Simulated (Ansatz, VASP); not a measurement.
**One calculation of TiSn, two programs**

```xyz
2
Lattice="3.1698 0.0000 0.0000 -1.5849 2.7451 0.0000 0.0000 0.0000 4.6117" Properties=species:S:1:pos:R:3 pbc="T T T"
Sn    0.0000    1.8301    1.1529
Ti    1.5849    0.9150    3.4588
```

Alike in both runs: functional PBE; k mesh 15 × 15 × 10; occupations gaussian, width 0.1 eV; no spin polarisation.

Ansatz relaxed the structure, and its values are those at the end. VASP's run is a single point on that final structure, the one shown.

|  | VASP | Ansatz |
| --- | --- | --- |
| version | VASP 6.6.1 | Ansatz 0.2.0 |
| potentials or method | VASP PAW PBE potentials, release 64 (Sn_d, Ti_sv), cutoff 500 eV | scalar-relativistic, plane waves, PAW |
| valence electrons in the cell | 26 | 26 |

|  | VASP | Ansatz | Ansatz less VASP |
| --- | --- | --- | --- |
| gap on the k mesh at the Fermi level (eV) | none | none | - |
| pressure (GPa) | -0.1 | 0.0 | +0.06 |

A gap of «none» marks a metal or a gap that the smearing closes.
